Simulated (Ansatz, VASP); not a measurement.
**Two plane-wave programs on Si4O7**

```
CELL_PARAMETERS angstrom
5.07998 0.00000 0.00000
0.00000 5.07998 0.00000
0.00000 0.00000 7.09148
ATOMIC_POSITIONS crystal
Si 0.29443 0.29443 0.00000
Si 0.20557 0.79443 0.25000
Si 0.70557 0.70557 0.50000
Si 0.79443 0.20557 0.75000
O 0.40537 0.74096 0.42483
O 0.75904 0.90537 0.67483
O 0.59463 0.25904 0.92483
O 0.74096 0.40537 0.57517
O 0.33149 0.06902 0.13428
O 0.25904 0.59463 0.07517
O 0.09463 0.24096 0.82517
```

Change from the starting cell: O vacancy; atom 9 moved 1.125 of the way to it and -0.450 Å across, host rigid.

Alike in both runs: task single point; functional PBE; k mesh 4 × 4 × 4; occupations gaussian, width 0.05 eV; no spin polarisation.

|  | VASP | Ansatz |
| --- | --- | --- |
| version | VASP 6.6.1 | Ansatz 0.2.0 |
| potentials or method | VASP PAW PBE potentials, release 64 (Si, O), cutoff 520 eV | scalar-relativistic, plane waves, PAW |
| valence electrons in the cell | 58 | 58 |

VASP gave:

```
gap on the k mesh at the Fermi level (eV)                     : 2.43
least direct gap on the mesh (eV)                             : 2.55
pressure (GPa)                                                : 2.0
traceless stress, the component that is largest in VASP (GPa) : -3.84
rms of the force components (eV/Å)                            : 1.785
```

Problem. Which values does Ansatz return?

Solution. gap on the k mesh at the Fermi level (eV): 2.44; least direct gap on the mesh (eV): 2.55; pressure (GPa): 1.9; traceless stress, the component that is largest in VASP (GPa): -3.80; rms of the force components (eV/Å): 1.771.

Atom by atom the forces differ by 0.020 eV/Å (rms over components).
